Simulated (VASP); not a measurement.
# AlN (F-43m) in VASP: settings compared

The runs below take AlN through relaxation of cell and atoms, single point, with PBEsol, PBE0.

Everything below comes from runs of VASP 6.6.1. Logs are shortened: lines on timing, memory, paths and dates and some standing lists are left out, and cuts for length are marked.

### 1 The cell of the first run

It takes space group F-43m (No. 216, cubic). The conventional cell has a = 4.368 Å, b = 4.368 Å, c = 4.368 Å, α = 90.00°, β = 90.00°, γ = 90.00°. Within 2.5 Å of Al (site symmetry -43m) lie 4 N at 1.89 Å. Within 2.5 Å of N (site symmetry -43m) lie 4 Al at 1.89 Å.

### 2 Relaxation of cell and atoms, PBEsol, target pressure 30 GPa, at which the enthalpy is minimised

Contents of INCAR:

```
SYSTEM = AlN
PREC = Accurate ; ENCUT = 600
EDIFF = 1E-7 ; ISMEAR = -1
SIGMA = 0.05 ; LREAL = .False.
LASPH = .True. ; NELM = 60
ALGO = Normal ; ISIF = 3
LWAVE = .False. ; LCHARG = .False.
GGA = PS ; IBRION = 2
NSW = 80 ; EDIFFG = -0.02
PSTRESS = 300.0
```

Contents of KPOINTS:

```
regular mesh
0
Gamma
  10 10 10
  0 0 0
```

Contents of POSCAR:

```
AlN
1.0
    0.0000000000      2.1839935596      2.1839935596
    2.1839935596      0.0000000000      2.1839935596
    2.1839935596      2.1839935596      0.0000000000
Al N
1 1
Direct
    0.0000000000      0.0000000000      0.0000000000
    0.2500000000      0.2500000000      0.2500000000
```

Potentials or basis: VASP PAW PBE potentials, release 64 (Al, N).

On the command line:

```bash
$ cat potpaw_PBE.64/Al/POTCAR potpaw_PBE.64/N/POTCAR > POTCAR
$ mpirun -np 1 vasp_std > vasp.out
```

OUTCAR:

```text
SYSTEM = AlN
   PREC = Accurate
   ENCUT = 600
   EDIFF = 1E-7
   ISMEAR = -1
   LREAL = .False.
   LASPH = .True.
   NELM = 60
   ISIF = 3
   GGA = PS
   IBRION = 2
   NSW = 80
   EDIFFG = -0.02
   PSTRESS = 300.0

 ion  position               nearest neighbor table
   1  0.000  0.000  0.000-   2 1.89   2 1.89   2 1.89   2 1.89
   2  0.250  0.250  0.250-   1 1.89   1 1.89   1 1.89   1 1.89

  LATTYP: Found a face centered cubic cell.
 ALAT       =     4.3679871192

  Lattice vectors:

 A1 = (   0.0000000000,   2.1839935596,   2.1839935596)
 A2 = (   2.1839935596,   0.0000000000,   2.1839935596)
 A3 = (   2.1839935596,   2.1839935596,   0.0000000000)

Analysis of symmetry for initial positions (statically):
=====================================================================
 Subroutine PRICEL returns:
 Original cell was already a primitive cell.

 Routine SETGRP: Setting up the symmetry group for a
 face centered cubic supercell.

 Subroutine GETGRP returns: Found 24 space group operations
 (whereof 24 operations were pure point group operations)
 out of a pool of 48 trial point group operations.

The static configuration has the point symmetry T_d .

Analysis of symmetry for dynamics (positions and initial velocities):
=====================================================================
 Subroutine PRICEL returns:
 Original cell was already a primitive cell.

 Routine SETGRP: Setting up the symmetry group for a
 face centered cubic supercell.

 Subroutine GETGRP returns: Found 24 space group operations
 (whereof 24 operations were pure point group operations)
 out of a pool of 48 trial point group operations.

The dynamic configuration has the point symmetry T_d .

 Subroutine INISYM returns: Found 24 space group operations
 (whereof 24 operations are pure point group operations),
 and found     1 'primitive' translations

----------------------------------------------------------------------------------------

                                     Primitive cell

  volume of cell :      20.8345

  direct lattice vectors                    reciprocal lattice vectors
     0.000000000  2.183993560  2.183993560    -0.228938404  0.228938404  0.228938404
     2.183993560  0.000000000  2.183993560     0.228938404 -0.228938404  0.228938404
     2.183993560  2.183993560  0.000000000     0.228938404  0.228938404 -0.228938404

  length of vectors
     3.088633312  3.088633312  3.088633312     0.396532948  0.396532948  0.396532948

  position of ions in fractional coordinates (direct lattice)
     0.000000000  0.000000000  0.000000000
     0.250000000  0.250000000  0.250000000

  ion indices of the primitive-cell ions
   primitive index   ion index
                 1           1
                 2           2

----------------------------------------------------------------------------------------

 KPOINTS: regular mesh

Automatic generation of k-mesh.
 Grid dimensions read from file:
 generate k-points for:   10   10   10

 Generating k-lattice:

  Cartesian coordinates                     Fractional coordinates (reciprocal lattice)
    -0.022893840  0.022893840  0.022893840     0.100000000  0.000000000  0.000000000
     0.022893840 -0.022893840  0.022893840     0.000000000  0.100000000  0.000000000
     0.022893840  0.022893840 -0.022893840     0.000000000  0.000000000  0.100000000

  Length of vectors
     0.039653295  0.039653295  0.039653295

  Shift w.r.t. Gamma in fractional coordinates (k-lattice)
     0.000000000  0.000000000  0.000000000

 Subroutine IBZKPT returns following result:
 ===========================================

 Found     47 irreducible k-points:

 Following reciprocal coordinates:
            Coordinates               Weight
  0.000000  0.000000  0.000000      1.000000
  0.100000  0.000000  0.000000      8.000000
  0.200000  0.000000  0.000000      8.000000
  0.300000  0.000000  0.000000      8.000000
  0.400000  0.000000  0.000000      8.000000
  0.500000  0.000000  0.000000      4.000000
[... 16 lines left out ...]
  0.300000  0.300000  0.000000      6.000000
  0.400000  0.300000  0.000000     24.000000
 [... further k-points ...]
   k-points           NKPTS =     47   k-points in BZ     NKDIM =     47   number of bands    NBANDS=      8
   number of dos      NEDOS =    301   number of ions     NIONS =      2
   total plane-waves  NPLWV =  21952
   dimension x,y,z NGX =    28 NGY =   28 NGZ =   28
   dimension x,y,z NGXF=    56 NGYF=   56 NGZF=   56
   ions per type =               1   1
   NGX,Y,Z   is equivalent  to a cutoff of  15.07, 15.07, 15.07 a.u.
   NGXF,Y,Z  is equivalent  to a cutoff of  30.14, 30.14, 30.14 a.u.
 SYSTEM =  AlN
   PREC   = accura    normal or accurate (medium, high low for compatibility)
   ISTART =      0    job   : 0-new  1-cont  2-samecut
   ICHARG =      2    charge: 1-file 2-atom 10-const
   ISPIN  =      1    spin polarized calculation?
   LNONCOLLINEAR =      F non collinear calculations
   LSORBIT =      F    spin-orbit coupling
   LASPH  =      T    aspherical Exc in radial PAW
   ENCUT  =  600.0 eV  44.10 Ry    6.64 a.u.   6.17  6.17  6.17*2*pi/ulx,y,z
   NELM   =     60;   NELMIN=  2; NELMDL= -5     # of ELM steps
   EDIFF  = 0.1E-06   stopping-criterion for ELM
   LREAL  =      F    real-space projection
   EDIFFG = -.2E-01   stopping-criterion for IOM
   NSW    =     80    number of steps for IOM
   IBRION =      2    ionic relax: 0-MD 1-quasi-New 2-CG
   NFREE  =      1    steps in history (QN), initial steepest desc. (CG)
   ISIF   =      3    stress and relaxation
   ISYM   =      2    0-nonsym 1-usesym 2-fastsym
   POTIM  = 0.5000    time-step for ionic-motion
   TEBEG  =    0.0;   TEEND  =   0.0 temperature during run
   PSTRESS=  300.0 pullay stress
   NELECT =       8.0000    total number of electrons
   NUPDOWN=      -1.0000    fix difference up-down
   EMIN   =  10.00;   EMAX   =-10.00  energy-range for DOS
   EFERMI =   0.00;   METHOD = LEGACY
   ISMEAR =    -1;   SIGMA  =   0.05  broadening in eV -4-tet -1-fermi 0-gaus
   EFERMI_NEDOS =   21; number of points for ismear=-14 and -15
   IALGO  =     38    algorithm
   IMIX   =      4    mixing-type and parameters
     AMIX     =   0.40;   BMIX     =  1.00
     AMIX_MAG =   1.60;   BMIX_MAG =  1.00
  volume/ion in A,a.u.               =      10.42        70.30
  Fermi-wavevector in a.u.,A,eV,Ry     =   1.189899  2.248583 19.263943  1.415860
  Thomas-Fermi vector in A             =   2.325996
   LORBIT       =      0    0 simple, 1 ext, 2 COOP (PROOUT), +10 PAW based schemes
   GGA     = PS    functional components
   LHFCALC =     F    Hartree Fock is set to
   AEXX    =    0.0000 exact exchange contribution
   IVDW    =     0    specifies the selected vdW correction
   LEPSILON=     F    determine dielectric tensor
   LRPA    =     F    only Hartree local field effects (RPA)
 conjugate gradient relaxation of ions
 non-spin polarized calculation
  energy-cutoff  :      600.00
  volume of cell :       20.83
 maximum number of plane-waves:       725
 NGX is ok and might be reduce to    28
   NGX = 13   NGY = 13   NGZ = 13

--------------------------------------- Ionic step        1  -------------------------------------------

 number of electron       7.9999999 magnetization

 Free energy of the ion-electron system (eV)
  ---------------------------------------------------
  ext. energy  EPLUGINS =         0.00000000
  ---------------------------------------------------
  free energy    TOTEN  =       -15.61236634 eV

  energy without entropy =      -15.61236634  energy(sigma->0) =      -15.61236634

------------------------ aborting loop because EDIFF is reached ----------------------------------------

  FORCE on cell =-STRESS in cart. coord.  units (eV):
  Direction    XX          YY          ZZ          XY          YZ          ZX
  --------------------------------------------------------------------------------------
  -------------------------------------------------------------------------------------
  Total        0.1571581      0.1571581      0.1571581     -0.0000000      0.0000000     -0.0000000
  in kB       12.0854645     12.0854645     12.0854645     -0.0000000      0.0000000     -0.0000000
  external PRESSURE =    -287.9145355 kB  Pullay stress =     300.0000000 kB
[... 99 lines left out ...]
  enthalpy is  TOTEN    =       -11.9264564459 eV   P V=        3.5067683224

--------------------------------------- Ionic step        4  -------------------------------------------

 number of electron       8.0000000 magnetization

 Free energy of the ion-electron system (eV)
  ---------------------------------------------------
  ext. energy  EPLUGINS =         0.00000000
  ---------------------------------------------------
  free energy    TOTEN  =       -15.41759234 eV

  energy without entropy =      -15.41759234  energy(sigma->0) =      -15.41759234

 E-fermi :   8.0378     XC(G=0): -11.6255

 val. band max:        6.9767373173   @ k =   0.0000   0.0000   0.0000
 cond. band min:      10.2074391936   @ k =   0.5000   0.5000   0.0000
 fundamental gap:      3.2307018763
 Fermi energy:         8.0377987692

 k-point     1 :       0.0000    0.0000    0.0000
  band No.  band energies     occupation
      1      -8.6580      2.00000
      2       6.9767      2.00000
      3       6.9767      2.00000
      4       6.9767      2.00000
      5      12.1284      0.00000
      6      20.5771      0.00000
      7      20.5771      0.00000
      8      20.5771      0.00000
[... 243 lines left out ...]
 k-point    24 :       0.4000    0.3000    0.0000
  band No.  band energies     occupation
      1      -6.3017      2.00000
      2       2.5590      2.00000
      3       5.1400      2.00000
      4       5.4714      2.00000
      5      12.0123      0.00000
      6      17.0988      0.00000
      7      20.6008      0.00000
      8      22.7122      0.00000

 [... further k-points ...]

------------------------ aborting loop because EDIFF is reached ----------------------------------------

  FORCE on cell =-STRESS in cart. coord.  units (eV):
  Direction    XX          YY          ZZ          XY          YZ          ZX
  --------------------------------------------------------------------------------------
  -------------------------------------------------------------------------------------
  Total        3.4615363      3.4615363      3.4615363      0.0000000      0.0000000      0.0000000
  in kB      297.5011136    297.5011136    297.5011136      0.0000000      0.0000000      0.0000000
  external PRESSURE =      -2.4988864 kB  Pullay stress =     300.0000000 kB
[... 17 lines left out ...]
  FREE ENERGIE OF THE ION-ELECTRON SYSTEM (eV)
  ---------------------------------------------------
  free  energy   TOTEN  =       -15.4175923369 eV

  energy  without entropy=      -15.4175923368  energy(sigma->0) =      -15.41759234

  enthalpy is  TOTEN    =       -11.9269806005 eV   P V=        3.4906117364

 reached required accuracy - stopping structural energy minimisation
```

It took 25 s on 1 thread of Intel Xeon Platinum 8559C (Emerald Rapids), shared host; peak memory 0.15 GiB.

Results:

```yaml
Free_energy: -15.4176 eV
Relaxed_volume: 9.32 Å³/atom
Relaxed_cell: a = 2.976 Å, b = 2.976 Å, c = 2.976 Å, α = 60.00°, β = 60.00°, γ = 60.00°
Space_group_after_relaxing_to_0.05_Å: F-43m (No. 216)
Energy_change_on_relaxing_the_enthalpy_is_what_falls: +97.4 meV/atom
Ionic_steps: 4
Pressure_after_relaxing: 29.8 GPa
Band_gap_on_the_k_mesh: 3.23 eV, indirect (least direct gap 5.13 eV)
```

Step by step:
```
step  energy change (eV)  largest force (eV/Å)  pressure (GPa)  volume (Å³)
   1              0.0000                0.0000            1.21        20.83
   2              1.3357                0.0000          102.83        15.68
   3              0.1791                0.0000           28.32        18.73
   4              0.1948                0.0000           29.75        18.64
```

Final structure:
```xyz
2
Lattice="0.0000 2.1045 2.1045 2.1045 0.0000 2.1045 2.1045 2.1045 0.0000" Properties=species:S:1:pos:R:3 pbc="T T T"
Al    4.2090    4.2090    4.2090
N     1.0523    1.0523    1.0523
```

Levels at points of the mesh, in eV from the valence-band top:
```csv
k point,band 1,band 2,band 3,band 4,band 5,band 6,band 7,band 8
"(0.00, 0.00, 0.00)",-15.63,0.00,0.00,0.00,5.15,13.60,13.60,13.60
"(0.50, 0.00, 0.00)",-13.20,-6.40,-0.49,-0.49,8.31,10.54,11.74,11.74
"(0.50, 0.50, 0.00)",-12.44,-5.31,-1.90,-1.90,3.23,9.15,15.48,17.04
```

Caveat: the cell is relaxed towards a set pressure, so the enthalpy falls and the energy may rise; the PAW data sets were made with another functional, which shifts forces and pressure a little. A k mesh can miss the band edges.

### 3 Single point, PBE0

This run uses another cell than the first one, of 10.40 Å³/atom, 0.998 times its volume.

Contents of POSCAR:

```
AlN
1.0
    0.0000000000      2.1824896384      2.1824896384
    2.1824896384      0.0000000000      2.1824896384
    2.1824896384      2.1824896384      0.0000000000
Al N
1 1
Direct
    0.0000000000      0.0000000000      0.0000000000
    0.2500000000      0.2500000000      0.2500000000
```

Contents of INCAR.step1:

```
PREC     = Accurate       # precision mode
ENCUT    = 520            # plane-wave cutoff, eV
EDIFF    = 1E-5           # SCF threshold, eV
ISMEAR   = -1             # smearing method
SIGMA    = 0.05           # smearing width, eV
LREAL    = F              # projectors in reciprocal space
LASPH    = T              # aspherical terms in the spheres
NELM     = 60             # most SCF steps
ALGO     = Normal         # electronic algorithm
ISIF     = 2              # what is computed and relaxed
LWAVE    = T              # write WAVECAR
LCHARG   = F              # write CHGCAR
NBANDS   = 11             # bands
GGA      = PE             # functional
```

Contents of INCAR.step2:

```
PREC     = Accurate       # precision mode
ENCUT    = 520            # plane-wave cutoff, eV
EDIFF    = 1E-6           # SCF threshold, eV
ISMEAR   = -1             # smearing method
SIGMA    = 0.05           # smearing width, eV
LREAL    = F              # projectors in reciprocal space
LASPH    = T              # aspherical terms in the spheres
NELM     = 60             # most SCF steps
ALGO     = Normal         # electronic algorithm
ISIF     = 2              # what is computed and relaxed
LWAVE    = F              # write WAVECAR
LCHARG   = F              # write CHGCAR
GGA      = PE             # functional
LHFCALC  = T              # exact exchange
AEXX     = 0.25           # exact-exchange fraction
PRECFOCK = Normal       
NBANDS   = 11             # bands
ISTART   = 1
```

Contents of KPOINTS:

```
Automatic mesh
0
Gamma
  5 5 5
```

Potentials or basis: VASP PAW PBE potentials, release 64 (Al, N).

On the command line:

```bash
$ cat potpaw_PBE.64/Al/POTCAR potpaw_PBE.64/N/POTCAR > POTCAR
$ cp INCAR.step1 INCAR
$ mpirun -np 1 vasp_std > vasp.out
$ cp INCAR.step2 INCAR
$ mpirun -np 1 vasp_std > vasp.out
```

Run time: 96 s. Hardware: 1 thread of Intel Xeon Platinum 8559C (Emerald Rapids), shared host; peak memory 0.14 GiB.

The run converged. Its results:

- Free energy: -18.3249 eV
- Pressure: -0.1 GPa
- Band gap on the k mesh: 5.94 eV, indirect (least direct gap 6.34 eV)

Levels at points of the mesh, in eV from the valence-band top:
```tsv
k point	band 1	band 2	band 3	band 4	band 5	band 6	band 7	band 8	band 9
(0.00, 0.00, 0.00)	-16.51	0.00	0.00	0.00	6.34	15.06	15.06	15.06	20.42
```

Caveat: the k points lie up to 0.50 Å⁻¹ apart; the PAW data sets were made with another functional, which shifts forces and pressure a little. A k mesh can miss the band edges.
